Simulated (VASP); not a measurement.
Write the native input for VASP 6.6.1 that does the following.

* Task: single point
* Functional: PBE
* Potentials or basis: VASP PAW PBE potentials, release 64 (Cs_sv, Sc_sv, Ru_sv, C, N)
* Cutoff: 700 eV
* k mesh: 4 × 4 × 4
* Occupations: gaussian, width 0.2 eV
* Spin: no spin polarisation
* Dipole correction: no
* Further INCAR settings: LREAL = Auto; ALGO = Normal; EDIFF = 1e-06; NBANDS = 64

The structure of Cs2ScRuC6N6 lies in POSCAR:

```
Cs2ScRuC6N6
1.0
    0.0000000000      5.4138399444      5.4138399444
    5.4138399444      0.0000000000      5.4138399444
    5.4138399444      5.4138399444      0.0000000000
Cs Sc Ru C N
2 1 1 6 6
Direct
    0.2500000000      0.2500000000      0.2500000000
    0.7500000000      0.7500000000      0.7500000000
    0.5000000000      0.5000000000      0.5000000000
    0.0000000000      1.0000000000      0.0000000000
    0.8139702631      0.1860297369      0.1860297369
    0.1860297369      0.8139702631      0.1860297369
    0.1860297369      0.1860297369      0.8139702631
    0.1860297369      0.8139702631      0.8139702631
    0.8139702631      0.1860297369      0.8139702631
    0.8139702631      0.8139702631      0.1860297369
    0.7047274330      0.2952725670      0.2952725670
    0.2952725670      0.7047274330      0.2952725670
    0.2952725670      0.2952725670      0.7047274330
    0.2952725670      0.7047274330      0.7047274330
    0.7047274330      0.2952725670      0.7047274330
    0.7047274330      0.7047274330      0.2952725670
```

These files were run (other wordings do the same):

INCAR

```
SYSTEM = Cs2ScRuC6N6
PREC = Accurate
ENCUT = 700
EDIFF = 1E-6
ISMEAR = 0
SIGMA = 0.2
LREAL = Auto
LASPH = .True.
NELM = 120
ALGO = Normal
ISIF = 2
LWAVE = .False.
LCHARG = .False.
GGA = PE
NBANDS = 64
GGA_COMPAT = .False.
```

KPOINTS

```
Automatic mesh
0
Gamma
  4 4 4
  0 0 0
```

Potentials or basis: VASP PAW PBE potentials, release 64 (Cs_sv, Sc_sv, Ru_sv, C, N).

Command:

```bash
$ cat potpaw_PBE.64/Cs_sv/POTCAR potpaw_PBE.64/Sc_sv/POTCAR potpaw_PBE.64/Ru_sv/POTCAR potpaw_PBE.64/C/POTCAR potpaw_PBE.64/N/POTCAR > POTCAR
$ mpirun -np 1 vasp_std > vasp.out
```

It gave:

```json
{
  "Pressure": "0.3 GPa",
  "Largest force": "0.323 eV/Å",
  "Band gap on the k mesh": "zero (an odd number of electrons rules out a gap without spin polarisation)"
}
```

Caveat: spin-orbit coupling is left out, which moves the levels of the heavy elements; an odd number of electrons without spin polarisation forces a metal; a magnetic or distorted state may lie lower.

Run time: 9.3 min on 1 thread of Intel(R) Xeon(R) Platinum 8375C CPU @ 2.90GHz (Ice Lake) (shared host), peak memory 0.8 GiB.
